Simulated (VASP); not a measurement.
A run of VASP 6.6.1:

INCAR

```
SYSTEM = GaAs
PREC = Accurate ; ENCUT = 520
EDIFF = 1E-8 ; ISMEAR = 0
SIGMA = 0.01 ; LREAL = .FALSE.
LASPH = .TRUE. ; NELM = 60
ALGO = Normal ; ISIF = 2
LWAVE = .FALSE. ; LCHARG = .FALSE.
GGA = CA ; NBANDS = 16
IBRION = 8 ; NSW = 1
```

The input KPOINTS:

```
Automatic mesh
0
G
  12 12 12
  0 0 0
```

The input POSCAR:

```
GaAs
1.0
    0.0000000000      2.8015691414      2.8015691414
    2.8015691414      0.0000000000      2.8015691414
    2.8015691414      2.8015691414      0.0000000000
Ga As
1 1
Direct
    0.0000000000      0.0000000000      0.0000000000
    0.7500000000      0.7500000000      0.7500000000
```

Potentials or basis: VASP PAW LDA potentials, release 64 (Ga_d, As).

Run with:

```sh
$ cat potpaw_LDA.64/Ga_d/POTCAR potpaw_LDA.64/As/POTCAR > POTCAR
$ mpirun -np 1 vasp_std > vasp.out
```

Hardware: 1 thread of Intel(R) Xeon(R) Platinum 8259CL CPU @ 2.50GHz (Skylake/Cascade Lake), on a shared host.

**Question.** Estimate the wall time of this run.

**Answer.** Run time: 11 min on 1 thread of Intel(R) Xeon(R) Platinum 8259CL CPU @ 2.50GHz (Skylake/Cascade Lake) (shared host), peak memory 0.52 GiB. Counts: scf iterations 40, k points 72.
